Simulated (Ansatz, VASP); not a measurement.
# GaP in VASP and in Ansatz

Contents of INCAR:

```
PREC = Accurate ; ENCUT = 520
EDIFF = 1E-6 ; ISMEAR = -1
SIGMA = 0.02 ; LREAL = False
LASPH = True ; NELM = 100
ALGO = Normal ; ISIF = 2
LWAVE = False ; LCHARG = False
GGA = PE ; NBANDS = 16
```

The input KPOINTS:

```
Automatic mesh
0
Gamma
  8 8 8
```

The input POSCAR:

```
GaP
1.0
    0.0000000000      2.8720257767      2.5962891765
    2.8720257767      0.0000000000      2.5962891765
    2.8720257767      2.8720257767      0.0000000000
Ga P
1 1
Direct
    0.0000000000      0.0000000000      0.0000000000
    0.2500000000      0.2500000000      0.2500000000
```

Input for Ansatz:

```yaml
crystal:
  lattice:
    - [0.0, 2.8720257767, 2.5962891765]
    - [2.8720257767, 0.0, 2.5962891765]
    - [2.8720257767, 2.8720257767, 0.0]
  atoms:
    - { symbol: Ga, position: [0.0, 0.0, 0.0] }
    - { symbol: P, position: [0.25, 0.25, 0.25] }
kpoints:
  mp_grid: { grid: [8, 8, 8] }
  band_path:
    path:
      - [0.0, 0.0, 0.0]
      - [-0.5, -0.5, 0.0]
      - [-0.375, -0.375, 0.25]
      - [-0.375, 0.0, 0.375]
      - [0.0, 0.0, 0.5]
      - [-0.5, -0.25, 0.25]
      - [0.408854, 0.408854, 0.0]
    npoints: 1
hamiltonian:
  xc: pbe
scf:
  occupations: { method: fermi_dirac, width: 0.02 }
  n_extra_bands: 4
output:
  forces: true
  stress: true
  eigenvalues: true
```

Change from the starting cell: epitaxial_xy strain +5.4%.

Alike in both runs: task single point; functional PBE; k mesh 8 × 8 × 8; occupations fermi-dirac, width 0.02 eV; no spin polarisation.

|  | VASP | Ansatz |
| --- | --- | --- |
| version | VASP 6.6.1 | Ansatz 0.2.0 |
| potentials or method | VASP PAW PBE potentials, release 64 (Ga_d, P) | plane waves, PAW |
| plane-wave cutoff (eV) | 520 | 420 |
| valence electrons in the cell | 18 | 18 |

VASP gave:

- gap on the k mesh at the Fermi level (eV): 0.83
- pressure (GPa): -2.1
- traceless stress, the component that is largest in VASP (GPa): 4.06

**Question.** Estimate Ansatz's values.

**Answer.** gap on the k mesh at the Fermi level (eV): 0.83; pressure (GPa): -2.1; traceless stress, the component that is largest in VASP (GPa): 4.05.
